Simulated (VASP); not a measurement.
# WAu (F-43m) in VASP: settings compared, part 2 of 2

VASP 6.6.1.

**3. Single point, HSE06**

This run uses another cell than the first one, of 23.91 Å³/atom.

POSCAR

```
WAu
1.0
    0.0000000000      2.8807736325      2.8807736325
    2.8807736325      0.0000000000      2.8807736325
    2.8807736325      2.8807736325      0.0000000000
W Au
1 1
Direct
    0.0000000000      0.0000000000      0.0000000000
    0.7500000000      0.7500000000      0.7500000000
```

INCAR.step1

```
PREC = Accurate ; ENCUT = 520
EDIFF = 1E-5 ; ISMEAR = -1
SIGMA = 0.05 ; LREAL = False
LASPH = True ; NELM = 60
ALGO = Normal ; ISIF = 2
LWAVE = True ; LCHARG = False
GGA = PE ; NBANDS = 20
```

INCAR.step2

```
PREC = Accurate ; ENCUT = 520
EDIFF = 1E-7 ; ISMEAR = -1
SIGMA = 0.05 ; LREAL = False
LASPH = True ; NELM = 60
ALGO = Normal ; ISIF = 2
LWAVE = False ; LCHARG = False
GGA = PE ; LHFCALC = True
HFSCREEN = 0.2079 ; PRECFOCK = Normal
ISTART = 1 ; NBANDS = 20
```

KPOINTS

```
Automatic mesh
0
Gamma
  4 4 4
```

Potentials or basis: VASP PAW PBE potentials, release 64 (W_sv, Au).

Run with:

```console
$ cat potpaw_PBE.64/W_sv/POTCAR potpaw_PBE.64/Au/POTCAR > POTCAR
$ cp INCAR.step1 INCAR
$ mpirun -np 1 vasp_std > vasp.out
$ cp INCAR.step2 INCAR
$ mpirun -np 1 vasp_std > vasp.out
```

OUTCAR:

```text
PREC = Accurate
   ENCUT = 520
   EDIFF = 1E-7
   ISMEAR = -1
   LREAL = False
   LASPH = True
   NELM = 60
   ISIF = 2
   GGA = PE
   LHFCALC = True
   HFSCREEN = 0.2079
   PRECFOCK = Normal
   ISTART = 1

 ion  position               nearest neighbor table
   1  0.000  0.000  0.000-   2 2.49   2 2.49   2 2.49   2 2.49
   2  0.750  0.750  0.750-   1 2.49   1 2.49   1 2.49   1 2.49

  LATTYP: Found a face centered cubic cell.
 ALAT       =     5.7615472650

  Lattice vectors:

 A1 = (   0.0000000000,   2.8807736325,   2.8807736325)
 A2 = (   2.8807736325,   0.0000000000,   2.8807736325)
 A3 = (   2.8807736325,   2.8807736325,   0.0000000000)

Analysis of symmetry for initial positions (statically):
=====================================================================
 Subroutine PRICEL returns:
 Original cell was already a primitive cell.

 Routine SETGRP: Setting up the symmetry group for a
 face centered cubic supercell.

 Subroutine GETGRP returns: Found 24 space group operations
 (whereof 24 operations were pure point group operations)
 out of a pool of 48 trial point group operations.

The static configuration has the point symmetry T_d .

Analysis of symmetry for dynamics (positions and initial velocities):
=====================================================================
 Subroutine PRICEL returns:
 Original cell was already a primitive cell.

 Routine SETGRP: Setting up the symmetry group for a
 face centered cubic supercell.

 Subroutine GETGRP returns: Found 24 space group operations
 (whereof 24 operations were pure point group operations)
 out of a pool of 48 trial point group operations.

[... 100 lines left out ...]
   IALGO  =     38    algorithm
   IMIX   =      1    mixing-type and parameters
     AMIX     =   0.40;   BMIX     =  1.00
     AMIX_MAG =   1.60;   BMIX_MAG =  1.00
  volume/ion in A,a.u.               =      23.91       161.33
  Fermi-wavevector in a.u.,A,eV,Ry     =   1.318871  2.492305 23.666261  1.739421
  Thomas-Fermi vector in A             =   2.448810
   LORBIT       =      0    0 simple, 1 ext, 2 COOP (PROOUT), +10 PAW based schemes
   GGA     = PE    functional components
   LHFCALC =     T    Hartree Fock is set to
   PRECFOCK=normal    Normal, Fast or Accurate (Low or Medium for compatibility)
   ENCUT4O =  -1.0   cutoff for four orbital integrals eV
   NKREDX  =     1    reduce k-point grid by
   NKREDY  =     1    reduce k-point grid by
   NKREDZ  =     1    reduce k-point grid by
   AEXX    =    0.2500 exact exchange contribution
   HFSCREEN=    0.2079 screening length (either q_TF or 0.3 A-1)
   HFSCREENC=   0.2079 screening length for correlation (either q_TF or 0.3 A-1)
   ENCUTFOCK=  -1.0 apply spherical cutoff to Coloumb kernel
   IVDW    =     0    specifies the selected vdW correction
   LEPSILON=     F    determine dielectric tensor
   LRPA    =     F    only Hartree local field effects (RPA)
 non-spin polarized calculation
  energy-cutoff  :      520.00
  volume of cell :       47.81
 maximum number of plane-waves:      1308
  NGX = 24; NGY = 24; NGZ = 24

 number of electron      25.0000000 magnetization

 Free energy of the ion-electron system (eV)
  ---------------------------------------------------
  ext. energy  EPLUGINS =         0.00000000
  ---------------------------------------------------
  free energy    TOTEN  =       -13.64725848 eV

  energy without entropy =      -13.59800343  energy(sigma->0) =      -13.62263095

 E-fermi :   5.6259     XC(G=0):  -8.9405

 val. band max:        5.5748687022   @ k =   0.5000   0.2500   0.0000
 cond. band min:       5.6377328494   @ k =   0.5000   0.2500   0.0000
 fundamental gap:      0.0628641472
 Fermi energy:         5.6258933003

 k-point     1 :       0.0000    0.0000    0.0000
  band No.  band energies     occupation
      1     -72.9409      2.00000
      2     -35.6440      2.00000
      3     -35.6440      2.00000
      4     -35.6440      2.00000
      5      -2.9041      2.00000
      6      -1.1913      2.00000
[... 173 lines left out ...]
     19      18.9966      0.00000
     20      19.1033      0.00000

------------------------ aborting loop because EDIFF is reached ----------------------------------------

  FORCE on cell =-STRESS in cart. coord.  units (eV):
  Direction    XX          YY          ZZ          XY          YZ          ZX
  --------------------------------------------------------------------------------------
  -------------------------------------------------------------------------------------
  Total        0.0113230      0.0113230      0.0113230      0.0000000      0.0000000      0.0000000
  in kB        0.3794140      0.3794140      0.3794140      0.0000000      0.0000000      0.0000000
  external PRESSURE =       0.3794140 kB  Pullay stress =       0.0000000 kB

 VOLUME and BASIS-vectors are now :
 -----------------------------------------------------------------------------
  energy-cutoff  :      520.00
  volume of cell :       47.81
      direct lattice vectors                 reciprocal lattice vectors
     0.000000000  2.880773632  2.880773632    -0.173564488  0.173564488  0.173564488
     2.880773632  0.000000000  2.880773632     0.173564488 -0.173564488  0.173564488
     2.880773632  2.880773632  0.000000000     0.173564488  0.173564488 -0.173564488

 POSITION                                       TOTAL-FORCE (eV/Angst)
 -----------------------------------------------------------------------------------
      0.00000      0.00000      0.00000        -0.000000     -0.000000     -0.000000
      4.32116      4.32116      4.32116         0.000000      0.000000      0.000000
 -----------------------------------------------------------------------------------
    total drift:                                0.000003     -0.000002      0.000000

  FREE ENERGIE OF THE ION-ELECTRON SYSTEM (eV)
  ---------------------------------------------------
  free  energy   TOTEN  =       -13.6472584814 eV

  energy  without entropy=      -13.5980034276  energy(sigma->0) =      -13.62263095
```

OUTCAR.step1:

```text
PREC = Accurate
   ENCUT = 520
   EDIFF = 1E-5
   ISMEAR = -1
   LREAL = False
[... 386 lines left out ...]
      0.00000      0.00000      0.00000         0.000000      0.000000      0.000000
      4.32116      4.32116      4.32116        -0.000000     -0.000000     -0.000000
 -----------------------------------------------------------------------------------
    total drift:                                0.000001      0.000001      0.000001

  FREE ENERGIE OF THE ION-ELECTRON SYSTEM (eV)
  ---------------------------------------------------
  free  energy   TOTEN  =       -12.2291055599 eV

  energy  without entropy=      -12.1703259835  energy(sigma->0) =      -12.19971577
```

OSZICAR.step1:

```text
N       E                     dE             d eps       ncg     rms          rms(c)
DAV:   1     0.191177138400E+03    0.19118E+03   -0.12605E+04   320   0.124E+03
DAV:   2    -0.852394212409E+01   -0.19970E+03   -0.19409E+03   368   0.347E+02
DAV:   3    -0.135265080408E+02   -0.50026E+01   -0.49546E+01   352   0.545E+01
DAV:   4    -0.135757369656E+02   -0.49229E-01   -0.49186E-01   348   0.569E+00
DAV:   5    -0.135767216997E+02   -0.98473E-03   -0.98473E-03   360   0.788E-01    0.153E+01
DAV:   6    -0.123811884394E+02    0.11955E+01   -0.31063E+00   336   0.141E+01    0.643E+00
DAV:   7    -0.122835337025E+02    0.97655E-01   -0.83021E-01   348   0.563E+00    0.202E+00
DAV:   8    -0.122357079538E+02    0.47826E-01   -0.10868E-01   324   0.291E+00    0.138E+00
DAV:   9    -0.122291135644E+02    0.65944E-02   -0.88651E-03   336   0.755E-01    0.105E-01
DAV:  10    -0.122290937895E+02    0.19775E-04   -0.35795E-04   356   0.163E-01    0.500E-02
DAV:  11    -0.122291052830E+02   -0.11493E-04   -0.21323E-05   304   0.355E-02    0.489E-03
DAV:  12    -0.122291055599E+02   -0.27692E-06   -0.80442E-07   160   0.881E-03
   1 F= -.12229106E+02 E0= -.12199716E+02  d E =-.587796E-01
```

Wall time 8.1 min (1 thread of Intel Xeon 6975P-C (Granite Rapids), shared host); peak memory 0.28 GiB.

What came out:

```
Free energy            : -13.6473 eV
Pressure               : 0.0 GPa
Band gap on the k mesh : zero (an odd number of electrons rules out a gap without spin polarisation)
```

Caveat: the k points lie up to 0.47 Å⁻¹ apart, too coarse for converged energies and pressures of a metal; the PAW data sets were made with another functional, which shifts forces and pressure a little; spin-orbit coupling is left out, which moves the levels of the heavy elements.

**4. Single point, PBE-based screened hybrid with 25 % exact exchange**

This run uses another cell than the first one, of 24.00 Å³/atom.

POSCAR

```
WAu
1.0
    0.0000000000      2.8843255133      2.8843255133
    2.8843255133      0.0000000000      2.8843255133
    2.8843255133      2.8843255133      0.0000000000
W Au
1 1
Direct
    0.0000000000      0.0000000000      0.0000000000
    0.7500000000      0.7500000000      0.7500000000
```

INCAR.step1

```
SYSTEM = WAu
ALGO = Normal
EDIFF = 1E-5
ENCUT = 520
GGA = PE
ISIF = 2
ISMEAR = -1
LASPH = .TRUE.
LCHARG = .FALSE.
LREAL = .FALSE.
LWAVE = .TRUE.
NBANDS = 20
NELM = 100
PREC = Accurate
SIGMA = 0.05
```

INCAR.step2

```
SYSTEM = WAu
AEXX = 0.25
ALGO = Normal
EDIFF = 1E-6
ENCUT = 520
GGA = PE
HFSCREEN = 0.3
ISIF = 2
ISMEAR = -1
ISTART = 1
LASPH = .TRUE.
LCHARG = .FALSE.
LHFCALC = .TRUE.
LREAL = .FALSE.
LWAVE = .FALSE.
NBANDS = 20
NELM = 100
PREC = Accurate
PRECFOCK = Normal
SIGMA = 0.05
```

KPOINTS

```
k-points
0
G
  4 4 4
  0 0 0
```

Run with:

```console
$ cat potpaw_PBE.64/W_sv/POTCAR potpaw_PBE.64/Au/POTCAR > POTCAR
$ cp INCAR.step1 INCAR
$ mpirun -np 1 vasp_std > vasp.out
$ cp INCAR.step2 INCAR
$ mpirun -np 1 vasp_std > vasp.out
```

Wall time 5.2 min (1 thread of Intel Xeon 6975P-C (Granite Rapids), shared host); peak memory 0.28 GiB.

Results (log left out):

```yaml
Free_energy: -13.2571 eV
Pressure: 0.0 GPa
Band_gap_on_the_k_mesh: zero (an odd number of electrons rules out a gap without spin polarisation)
```

Levels at points of the mesh, in eV from the Fermi level:
```
           k point  band 9  band 10  band 11  band 12  band 13  band 14  band 15  band 16  band 17  band 18
(0.00, 0.00, 0.00)   -6.52    -6.52    -0.90    -0.90    -0.90     1.93     1.93     9.21    11.90    11.92
(0.50, 0.00, 0.00)   -6.46    -5.54    -2.03    -0.28    -0.28     1.70     1.70     2.42     8.61     8.61
(0.50, 0.50, 0.00)   -5.89    -4.39    -3.04     0.66     1.48     1.72     1.72     3.33     3.76     3.76
```

Caveat: the k points lie up to 0.47 Å⁻¹ apart, too coarse for converged energies and pressures of a metal; the PAW data sets were made with another functional, which shifts forces and pressure a little; spin-orbit coupling is left out, which moves the levels of the heavy elements.

**5. Summary**

```csv
level,cell,screening parameter,gap on the mesh (eV),pressure (GPa)
PBEsol-based screened hybrid with 25 % exact exchange,"a = 4.044 Å, angles 60.0°, 2 atoms",0.207 1/Å,none,0.1
HSE06,"a = 4.074 Å, angles 60.0°, 2 atoms",0.2079 1/Å,none,0.0
PBE-based screened hybrid with 25 % exact exchange,"a = 4.079 Å, angles 60.0°, 2 atoms",0.3 1/Å,none,0.0
```

Alike in all rows: task single point; potentials or basis VASP PAW PBE potentials, release 64 (W_sv, Au); no spin polarisation; k mesh 4 × 4 × 4; cutoff (eV) 520; smearing fermi-dirac 0.05 eV.

Caveats: all runs use coarse meshes; the PAW data sets were made with another functional, which shifts forces and pressure a little; spin-orbit coupling is left out, which moves the levels of the heavy elements.

Total energies depend on the potentials used, so only differences within one code and one set of settings carry meaning.

The gap in the log of VASP goes by the Fermi energy; the results here count the filled bands.